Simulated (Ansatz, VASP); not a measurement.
## Zr in VASP and in Ansatz

```xyz
2
Lattice="3.2320 0.0000 0.0000 -1.6160 2.7990 0.0000 0.0000 0.0000 5.1470" Properties=species:S:1:pos:R:3 pbc="T T T"
Zr    0.0000    1.8660    1.2868
Zr    1.6160    0.9330    3.8603
```

Alike in both runs: functional PBE; k mesh 12 × 12 × 7; occupations fermi-dirac, width 0.05 eV; no spin polarisation.

Ansatz relaxed the structure, and its values are those at the end. VASP's run is a single point on that final structure, the one shown.

|  | VASP | Ansatz |
| --- | --- | --- |
| version | VASP 6.6.1 | Ansatz 0.2.0 |
| potentials or method | VASP PAW PBE potentials, release 64 (Zr_sv) | plane-wave PAW, scalar-relativistic |
| plane-wave cutoff (eV) | 520 | 420 |
| valence electrons in the cell | 24 | 24 |

|  | VASP | Ansatz | Ansatz less VASP |
| --- | --- | --- | --- |
| pressure (GPa) | 0.5 | 0.5 | -0.01 |

Ansatz's warnings: stress scf threshold loose.
